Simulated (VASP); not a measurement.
Wanted: the native input for a VASP 6.6.1 run.

| Item | Value |
| --- | --- |
| Task | single point |
| Functional | PBE |
| Potentials or basis | VASP PAW PBE potentials, release 64 (Si, O) |
| Cutoff | 520 eV |
| k mesh | 6 × 6 × 4 |
| Occupations | gaussian, width 0.02 eV |
| Spin | no spin polarisation |
| Dipole correction | no |
| Further INCAR settings | ALGO = Normal; EDIFF = 1e-06; NBANDS = 44 |

The structure of SiO2 lies in POSCAR:

```
SiO2
1.0
    5.1705104984      0.0000000000      0.0000000000
   -2.5852552492      4.4777934422      0.0000000000
    0.0000000000      0.0000000000      8.6443230760
Si O
4 8
Direct
    0.6666666667      0.3333333333      0.9373147240
    0.6666666667      0.3333333333      0.5626852760
    0.3333333333      0.6666666667      0.0626852760
    0.3333333333      0.6666666667      0.4373147240
    0.0000000000      0.4331666016      0.0000000000
    0.4331666016      0.4331666016      0.5000000000
    0.5668333984      0.0000000000      0.5000000000
    0.5668333984      0.5668333984      0.0000000000
    0.0000000000      0.5668333984      0.5000000000
    0.6666666667      0.3333333333      0.7500000000
    0.3333333333      0.6666666667      0.2500000000
    0.4331666016      0.0000000000      0.0000000000
```

These files were run (other wordings do the same):

INCAR

```
SYSTEM = SiO2
PREC     = Accurate       ! precision mode
ENCUT    = 520            ! plane-wave cutoff, eV
EDIFF    = 1E-6           ! SCF threshold, eV
ISMEAR   = 0              ! smearing method
SIGMA    = 0.02           ! smearing width, eV
LREAL    = .False.        ! projectors in reciprocal space
LASPH    = .True.         ! aspherical terms in the spheres
NELM     = 100            ! most SCF steps
ALGO     = Normal         ! electronic algorithm
ISIF     = 2              ! what is computed and relaxed
LWAVE    = .False.        ! write WAVECAR
LCHARG   = .True.         ! write CHGCAR
GGA      = PE             ! functional
LELF     = .True.         ! ELF
LVHAR    = .True.       
NBANDS   = 44             ! bands
```

KPOINTS

```
regular mesh
0
Gamma
  6 6 4
  0 0 0
```

Potentials or basis: VASP PAW PBE potentials, release 64 (Si, O).

Launch:

```bash
$ cat potpaw_PBE.64/Si/POTCAR potpaw_PBE.64/O/POTCAR > POTCAR
$ mpirun -np 1 vasp_std > vasp.out
```

It gave:

```yaml
Pressure: -1.0 GPa
Largest_force: 0.010 eV/Å
Band_gap_on_the_k_mesh: 5.42 eV (least direct gap 5.44 eV)
```

It took 87 s on 1 thread of Intel(R) Xeon(R) 6975P-C (Granite Rapids) (shared host), peak memory 0.35 GiB.
